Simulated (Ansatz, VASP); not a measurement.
# One calculation of FeS2, two programs

File INCAR:

```
PREC = Accurate
ENCUT = 600
EDIFF = 1E-6
ISMEAR = 0
SIGMA = 0.02
LREAL = F
LASPH = T
NELM = 120
ALGO = Normal
ISIF = 2
LWAVE = F
LCHARG = F
GGA = PS
NBANDS = 29
GGA_COMPAT = F
```

File KPOINTS:

```
regular mesh
0
Gamma
  6 6 8
```

Contents of POSCAR:

```
FeS2
1.0
    4.3674117449      0.0000000000      0.0000000000
    0.0000000000      5.3331402397      0.0000000000
    0.0000000000      0.0000000000      3.2440876457
Fe S
2 4
Direct
    0.5000000000      0.5000000000      0.5000000000
    0.0000000000      0.0000000000      0.0000000000
    0.2962210656      0.8740793136      0.5000000000
    0.7037789344      0.1259206864      0.5000000000
    0.2037789344      0.3740793136      0.0000000000
    0.7962210656      0.6259206864      0.0000000000
```

Input for Ansatz:

```yaml
crystal:
  lattice:
    - [4.3674117449, 0.0, 0.0]
    - [0.0, 5.3331402397, 0.0]
    - [0.0, 0.0, 3.2440876457]
  atoms:
    - { symbol: Fe, position: [0.5, 0.5, 0.5] }
    - { symbol: Fe, position: [0.0, 0.0, 0.0] }
    - { symbol: S, position: [0.2962210656, 0.8740793136, 0.5] }
    - { symbol: S, position: [0.7037789344, 0.1259206864, 0.5] }
    - { symbol: S, position: [0.2037789344, 0.3740793136, 0.0] }
    - { symbol: S, position: [0.7962210656, 0.6259206864, 0.0] }
basis:
  ecutwfc: 420
kpoints:
  mp_grid: { grid: [6, 6, 8] }
  band_path: { path: [VBM, CBM], npoints: 2 }
hamiltonian:
  xc: pbesol
scf:
  occupations: { method: gaussian, width: 0.02 }
output:
  forces: true
  stress: true
  eigenvalues: true
checkpoint:
  read: start.run
  write: ck
  compress: false
  write_wavefunctions: false
  write_every: 100000
```

Alike in both runs: task single point; functional PBEsol; k mesh 6 × 6 × 8; occupations gaussian, width 0.02 eV; no spin polarisation.

```csv
,VASP,Ansatz
version,VASP 6.6.1,Ansatz 0.2.0
potentials or method,"VASP PAW PBE potentials, release 64 (Fe, S), cutoff 600 eV","scalar-relativistic, plane waves, PAW"
valence electrons in the cell,40,56
```

```csv
,VASP,Ansatz,Ansatz less VASP
gap on the k mesh at the Fermi level (eV),0.89,0.92,+0.027
least direct gap on the mesh (eV),1.25,1.26,+0.013
pressure (GPa),6.3,5.7,-0.61
"traceless stress, the component that is largest in VASP (GPa)",5.36,5.30,-0.063
rms of the force components (eV/Å),0.028,0.001,-0.0271
```

VASP's potentials were made for PBE, not for PBEsol. Atom by atom the forces differ by 0.027 eV/Å (rms over components). VASP's potentials hold 40 valence electrons a cell and Ansatz's 56, so a difference there can come from the potentials and not from the codes.
